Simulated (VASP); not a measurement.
A run of VASP 6.6.1 is set up as follows.

File INCAR:

```
SYSTEM = AlN
  PREC = Accurate
  ENCUT = 600
  EDIFF = 1E-8
  ISMEAR = 0
  SIGMA = 0.01
  LREAL = .FALSE.
  LASPH = .TRUE.
  NELM = 100
  ALGO = Normal
  ISIF = 3
  LWAVE = .FALSE.
  LCHARG = .FALSE.
  GGA = CA
  IBRION = 6
  NFREE = 2
  POTIM = 0.015
  NSW = 1
```

Contents of KPOINTS:

```
Automatic mesh
0
G
  8 8 8
  0 0 0
```

POSCAR

```
AlN
1.0
    0.0000000000      2.1645440947      2.1645440947
    2.1645440947      0.0000000000      2.1645440947
    2.1645440947      2.1645440947      0.0000000000
Al N
1 1
Direct
    0.0000000000      0.0000000000      0.0000000000
    0.2500000000      0.2500000000      0.2500000000
```

Potentials or basis: VASP PAW LDA potentials, release 64 (Al, N).

Launch:

```console
$ cat potpaw_LDA.64/Al/POTCAR potpaw_LDA.64/N/POTCAR > POTCAR
$ mpirun -np 1 vasp_std > vasp.out
```

Estimate the elastic constants C11, C12, C44.

306, 174, 190 GPa.

Estimate the Voigt bulk modulus.

218 GPa.

What does it give for the highest phonon frequency at Γ, LO-TO splitting left out?

679 cm⁻¹.

Elastic tensor in Voigt notation (GPa, in the Cartesian axes of the cell as first typed):
```
306 174 174   0   0   0
174 306 174   0   0   0
174 174 306   0   0   0
  0   0   0 190   0   0
  0   0   0   0 190   0
  0   0   0   0   0 190
```

Caveat: the cell is under stress, which shifts elastic constants.
